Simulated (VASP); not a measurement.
A run of VASP 6.6.1 is set up as follows.

INCAR

```
SYSTEM = SnO2
PREC = Accurate
ENCUT = 520
EDIFF = 1E-6
ISMEAR = 0
SIGMA = 0.05
LREAL = .FALSE.
LASPH = .TRUE.
NELM = 60
ALGO = Normal
ISIF = 2
LWAVE = .FALSE.
LCHARG = .FALSE.
GGA = PS
NBANDS = 35
```

Contents of KPOINTS:

```
regular mesh
0
G
  6 6 8
  0 0 0
```

The input POSCAR:

```
SnO2
1.0
    4.7687243422      0.0000000000      0.0000000000
    0.0000000000      4.7687243422      0.0000000000
    0.0000000000      0.0000000000      3.2113691866
Sn O
2 4
Direct
    0.0000000000      0.0000000000      0.0000000000
    0.5000000000      0.5000000000      0.5000000000
    0.2471788033      0.3654173315      0.0000000000
    0.2528211967      0.8654173315      0.5000000000
    0.7528211967      0.6345826685      0.0000000000
    0.7471788033      0.1345826685      0.5000000000
```

Potentials or basis: VASP PAW PBE potentials, release 64 (Sn_d, O).

Run with:

```console
$ cat potpaw_PBE.64/Sn_d/POTCAR potpaw_PBE.64/O/POTCAR > POTCAR
$ mpirun -np 1 vasp_std > vasp.out
```

(1) What does it give for the pressure?

(2) Predict the largest force.

(3) Estimate the band gap on the k mesh.

## Answers

(1) -5.3 GPa.

(2) 0.829 eV/Å.

(3) 1.12 eV, indirect (least direct gap 1.19 eV).

Caveat: the PAW data sets were made with another functional, which shifts forces and pressure a little; spin-orbit coupling is left out, which moves the levels of the heavy elements.
